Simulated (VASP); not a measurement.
# In (C2/m) in VASP: single point with PBE

Aim: the single point of In with PBE.

Program: VASP 6.6.1. These are calculated values, not measurements. Logs are shortened: lines on timing, memory, paths and dates and some standing lists are left out, and cuts for length are marked.

## 1. The cell of the first run

The typed cell holds 1 atom: a = 3.375 Å, b = 3.375 Å, c = 3.416 Å, α = 120.44°, β = 120.44°, γ = 60.80°.

## 2. Single point, PBE

Input file INCAR:

```
SYSTEM = In
PREC     = Accurate       ! precision mode
ENCUT    = 520            ! plane-wave cutoff, eV
EDIFF    = 1E-6           ! SCF threshold, eV
ISMEAR   = 0              ! smearing method
SIGMA    = 0.1            ! smearing width, eV
LREAL    = .False.        ! projectors in reciprocal space
LASPH    = .True.         ! aspherical terms in the spheres
NELM     = 60             ! most SCF steps
ALGO     = Fast           ! electronic algorithm
ISIF     = 2              ! what is computed and relaxed
LWAVE    = .False.        ! write WAVECAR
LCHARG   = .True.         ! write CHGCAR
GGA      = PE             ! functional
LELF     = .True.         ! ELF
LVHAR    = .True.       
NBANDS   = 12             ! bands
```

Input file KPOINTS:

```
Automatic mesh
0
Gamma
  20 20 20
  0 0 0
```

Input file POSCAR:

```
In
1.0
    2.9106039139     -1.7077222971      0.0162688936
    2.9106039139      1.7077222971      0.0162688936
   -2.0219020018      0.0000000000      2.7536122627
In
1
Direct
    0.0000000000      0.0000000000      0.5000000000
```

Potentials or basis: VASP PAW PBE potentials, release 64 (In_d).

On the command line:

```sh
$ cat potpaw_PBE.64/In_d/POTCAR > POTCAR
$ mpirun -np 1 vasp_std > vasp.out
```

OUTCAR:

```text
SYSTEM = In
   PREC = Accurate
   ENCUT = 520
   EDIFF = 1E-6
   ISMEAR = 0
   LREAL = .False.
   LASPH = .True.
   NELM = 60
   ISIF = 2
   GGA = PE

 ion  position               nearest neighbor table
   1  0.000  0.000  0.500-

  Warning from LATTYP: Got some problem with cell dimensions!
  Tried to take original basis but could not verify dimensions!
  LATTYP: Found a base centered monoclinic cell.
 ALAT       =     5.8179146465
 B/A-ratio  =     0.5870564973
 C/A-ratio  =     0.5871874898
 COS(beta)  =    -0.5866920426

  Lattice vectors:

 A1 = (  -0.8887019121,   1.7077222971,  -2.7698811563)
 A2 = (  -0.8887019121,  -1.7077222971,  -2.7698811563)
 A3 = (  -2.0219020018,   0.0000000000,   2.7536122627)

Analysis of symmetry for initial positions (statically):
=====================================================================
 Subroutine PRICEL returns:
 Original cell was already a primitive cell.

 Routine SETGRP: Setting up the symmetry group for a
 base centered monoclinic supercell.

 Subroutine GETGRP returns: Found  4 space group operations
 (whereof  4 operations were pure point group operations)
 out of a pool of  4 trial point group operations.

The static configuration has the point symmetry C_2h.

Analysis of symmetry for dynamics (positions and initial velocities):
=====================================================================
 Subroutine PRICEL returns:
 Original cell was already a primitive cell.

 Routine SETGRP: Setting up the symmetry group for a
 base centered monoclinic supercell.

 Subroutine GETGRP returns: Found  4 space group operations
 (whereof  4 operations were pure point group operations)
 out of a pool of  4 trial point group operations.

The dynamic configuration has the point symmetry C_2h.

 Subroutine INISYM returns: Found  4 space group operations
 (whereof  4 operations are pure point group operations),
 and found     1 'primitive' translations

----------------------------------------------------------------------------------------

                                     Primitive cell

  volume of cell :      27.4860

  direct lattice vectors                    reciprocal lattice vectors
     2.910603914 -1.707722297  0.016268894     0.171083488 -0.292787651  0.125621916
     2.910603914  1.707722297  0.016268894     0.171083488  0.292787651  0.125621916
    -2.021902002  0.000000000  2.753612263    -0.002021591  0.000000000  0.361674937

  length of vectors
     3.374640020  3.374640020  3.416206697     0.361628309  0.361628309  0.361680587

  position of ions in fractional coordinates (direct lattice)
     0.000000000  0.000000000  0.500000000

  ion indices of the primitive-cell ions
   primitive index   ion index
                 1           1

----------------------------------------------------------------------------------------

 KPOINTS: Automatic mesh

Automatic generation of k-mesh.
 Grid dimensions read from file:
 generate k-points for:   20   20   20

 Generating k-lattice:

  Cartesian coordinates                     Fractional coordinates (reciprocal lattice)
     0.008554174 -0.014639383  0.006281096     0.050000000 -0.000000000  0.000000000
     0.008554174  0.014639383  0.006281096    -0.000000000  0.050000000  0.000000000
    -0.000101080  0.000000000  0.018083747     0.000000000  0.000000000  0.050000000

  Length of vectors
     0.018081415  0.018081415  0.018084029

  Shift w.r.t. Gamma in fractional coordinates (k-lattice)
     0.000000000  0.000000000  0.000000000

 Subroutine IBZKPT returns following result:
 ===========================================

 Found   2112 irreducible k-points:

 Following reciprocal coordinates:
            Coordinates               Weight
  0.000000  0.000000  0.000000      1.000000
  0.050000  0.000000 -0.000000      4.000000
  0.100000 -0.000000  0.000000      4.000000
  0.150000 -0.000000  0.000000      4.000000
  0.200000 -0.000000  0.000000      4.000000
  0.250000  0.000000 -0.000000      4.000000
[... 16 lines left out ...]
 -0.400000  0.050000  0.000000      4.000000
 -0.350000  0.050000  0.000000      4.000000
 [... further k-points ...]
   k-points           NKPTS =   2112   k-points in BZ     NKDIM =   2112   number of bands    NBANDS=     12
   number of dos      NEDOS =    301   number of ions     NIONS =      1
   total plane-waves  NPLWV =  21952
   dimension x,y,z NGX =    28 NGY =   28 NGZ =   28
   dimension x,y,z NGXF=    56 NGYF=   56 NGZF=   56
   ions per type =               1
   NGX,Y,Z   is equivalent  to a cutoff of  13.79, 13.79, 13.63 a.u.
   NGXF,Y,Z  is equivalent  to a cutoff of  27.59, 27.59, 27.25 a.u.
 SYSTEM =  In
   PREC   = accura    normal or accurate (medium, high low for compatibility)
   ISTART =      0    job   : 0-new  1-cont  2-samecut
   ICHARG =      2    charge: 1-file 2-atom 10-const
   ISPIN  =      1    spin polarized calculation?
   LNONCOLLINEAR =      F non collinear calculations
   LSORBIT =      F    spin-orbit coupling
   LASPH  =      T    aspherical Exc in radial PAW
   ENCUT  =  520.0 eV  38.22 Ry    6.18 a.u.   6.27  6.27  6.35*2*pi/ulx,y,z
   NELM   =     60;   NELMIN=  2; NELMDL= -5     # of ELM steps
   EDIFF  = 0.1E-05   stopping-criterion for ELM
   LREAL  =      F    real-space projection
   EDIFFG = 0.1E-04   stopping-criterion for IOM
   NSW    =      0    number of steps for IOM
   IBRION =     -1    ionic relax: 0-MD 1-quasi-New 2-CG
   NFREE  =      0    steps in history (QN), initial steepest desc. (CG)
   ISIF   =      2    stress and relaxation
   ISYM   =      2    0-nonsym 1-usesym 2-fastsym
   POTIM  = 0.5000    time-step for ionic-motion
   TEBEG  =    0.0;   TEEND  =   0.0 temperature during run
   PSTRESS=    0.0 pullay stress
   NELECT =      13.0000    total number of electrons
   NUPDOWN=      -1.0000    fix difference up-down
   EMIN   =  10.00;   EMAX   =-10.00  energy-range for DOS
   EFERMI =   0.00;   METHOD = LEGACY
   ISMEAR =     0;   SIGMA  =   0.10  broadening in eV -4-tet -1-fermi 0-gaus
   EFERMI_NEDOS =   21; number of points for ismear=-14 and -15
   IALGO  =     68    algorithm
   IMIX   =      4    mixing-type and parameters
     AMIX     =   0.40;   BMIX     =  1.00
     AMIX_MAG =   1.60;   BMIX_MAG =  1.00
  volume/ion in A,a.u.               =      27.49       185.48
  Fermi-wavevector in a.u.,A,eV,Ry     =   1.275514  2.410372 22.135815  1.626937
  Thomas-Fermi vector in A             =   2.408222
   LORBIT       =      0    0 simple, 1 ext, 2 COOP (PROOUT), +10 PAW based schemes
   GGA     = PE    functional components
   LHFCALC =     F    Hartree Fock is set to
   AEXX    =    0.0000 exact exchange contribution
   IVDW    =     0    specifies the selected vdW correction
   LEPSILON=     F    determine dielectric tensor
   LRPA    =     F    only Hartree local field effects (RPA)
 non-spin polarized calculation
 RMM-DIIS sequential band-by-band and
 Gauss-broadening in eV      SIGMA  =   0.10
  energy-cutoff  :      520.00
  volume of cell :       27.49
 maximum number of plane-waves:       754
 NGX is ok and might be reduce to    28
   NGX = 13   NGY = 13   NGZ = 13

 number of electron      12.9999996 magnetization

 Free energy of the ion-electron system (eV)
  ---------------------------------------------------
  ext. energy  EPLUGINS =         0.00000000
  ---------------------------------------------------
  free energy    TOTEN  =        -2.56074859 eV

  energy without entropy =       -2.55842394  energy(sigma->0) =       -2.55958626

 E-fermi :   6.9837     XC(G=0): -10.0212

 val. band max:        6.9820738031   @ k =  -0.3500   0.1000   0.0500
 cond. band min:       6.9850137746   @ k =  -0.1000  -0.1500   0.4500
 fundamental gap:      0.0029399715
 Fermi energy:         6.9836527937

 k-point     1 :       0.0000    0.0000    0.0000
  band No.  band energies     occupation
      1      -7.6223      2.00000
      2      -7.6221      2.00000
      3      -7.5935      2.00000
      4      -7.4784      2.00000
      5      -7.4490      2.00000
      6      -2.2352      2.00000
      7      17.0665      0.00000
      8      17.1286      0.00000
      9      17.1332      0.00000
     10      18.3945      0.00000
     11      20.5466      0.00000
     12      20.5791      0.00000

 k-point     2 :       0.0500    0.0000   -0.0000
  band No.  band energies     occupation
      1      -7.6209      2.00000
      2      -7.6183      2.00000
      3      -7.5913      2.00000
      4      -7.4787      2.00000
      5      -7.4498      2.00000
      6      -2.1826      2.00000
      7      16.3910      0.00000
      8      17.0002      0.00000
      9      17.0195      0.00000
     10      18.2270      0.00000
     11      20.7195      0.00000
     12      20.7423      0.00000

 k-point     3 :       0.1000   -0.0000    0.0000
  band No.  band energies     occupation
      1      -7.6195      2.00000
      2      -7.6078      2.00000
      3      -7.5843      2.00000
      4      -7.4781      2.00000
      5      -7.4513      2.00000
      6      -2.0244      2.00000
      7      14.8857      0.00000
      8      16.7394      0.00000
      9      16.7777      0.00000
     10      18.1144      0.00000
     11      21.1647      0.00000
     12      21.1874      0.00000
[... 286 lines left out ...]
 k-point    23 :      -0.4000    0.0500    0.0000
  band No.  band energies     occupation
      1      -7.6538      2.00000
      2      -7.6068      2.00000
      3      -7.5868      2.00000
      4      -7.3465      2.00000
      5      -7.3451      2.00000
      6       1.5091      2.00000
      7       5.3753      2.00000
      8      14.6132      0.00000
      9      15.0270      0.00000
     10      17.4235      0.00000
     11      19.1597      0.00000
     12      19.2612      0.00000

 k-point    24 :      -0.3500    0.0500    0.0000
  band No.  band energies     occupation
      1      -7.6475      2.00000
      2      -7.6002      2.00000
      3      -7.5793      2.00000
      4      -7.3744      2.00000
      5      -7.3601      2.00000
      6       0.6811      2.00000
      7       6.6601      2.00000
      8      14.6031      0.00000
      9      15.3524      0.00000
     10      17.6326      0.00000
     11      19.2610      0.00000
     12      19.2761      0.00000

 [... further k-points ...]

------------------------ aborting loop because EDIFF is reached ----------------------------------------

  FORCE on cell =-STRESS in cart. coord.  units (eV):
  Direction    XX          YY          ZZ          XY          YZ          ZX
  --------------------------------------------------------------------------------------
  -------------------------------------------------------------------------------------
  Total       -0.0121120     -0.0126875     -0.0111499      0.0000000      0.0000000      0.0024183
  in kB       -0.7060182     -0.7395618     -0.6499334      0.0000000      0.0000000      0.1409656
  external PRESSURE =      -0.6985045 kB  Pullay stress =       0.0000000 kB

 VOLUME and BASIS-vectors are now :
 -----------------------------------------------------------------------------
  energy-cutoff  :      520.00
  volume of cell :       27.49
      direct lattice vectors                 reciprocal lattice vectors
     2.910603914 -1.707722297  0.016268894     0.171083488 -0.292787651  0.125621916
     2.910603914  1.707722297  0.016268894     0.171083488  0.292787651  0.125621916
    -2.021902002  0.000000000  2.753612263    -0.002021591  0.000000000  0.361674937

 POSITION                                       TOTAL-FORCE (eV/Angst)
 -----------------------------------------------------------------------------------
     -1.01095      0.00000      1.37681         0.000000      0.000000      0.000000
 -----------------------------------------------------------------------------------
    total drift:                               -0.000000      0.000000      0.000000

  FREE ENERGIE OF THE ION-ELECTRON SYSTEM (eV)
  ---------------------------------------------------
  free  energy   TOTEN  =        -2.5607485870 eV

  energy  without entropy=       -2.5584239388  energy(sigma->0) =       -2.55958626
```

Run time: 6.6 min. Hardware: 1 thread of Intel Xeon 6975P-C (Granite Rapids), shared host; peak memory 0.72 GiB.

Results:

- Free energy: -2.5607 eV
- Pressure: -0.1 GPa
- Band gap on the k mesh: zero (an odd number of electrons rules out a gap without spin polarisation)

Levels at points of the mesh, in eV from the Fermi level:
```csv
k point,band 4,band 5,band 6,band 7,band 8,band 9
"(0.00, 0.00, 0.00)",-14.46,-14.43,-9.22,10.08,10.14,10.15
"(0.50, 0.00, 0.00)",-14.32,-14.30,-4.30,-3.18,7.84,8.26
"(0.50, 0.50, 0.00)",-14.27,-14.27,-1.92,-1.90,3.70,3.71
"(0.00, 0.00, 0.50)",-14.32,-14.30,-4.30,-3.18,7.84,8.26
"(0.50, 0.00, 0.50)",-14.29,-14.27,-2.33,-2.15,3.97,4.11
"(0.50, 0.50, 0.50)",-14.32,-14.30,-4.31,-3.18,7.85,8.27
```

Caveat: spin-orbit coupling is left out, which moves the levels of the heavy elements.
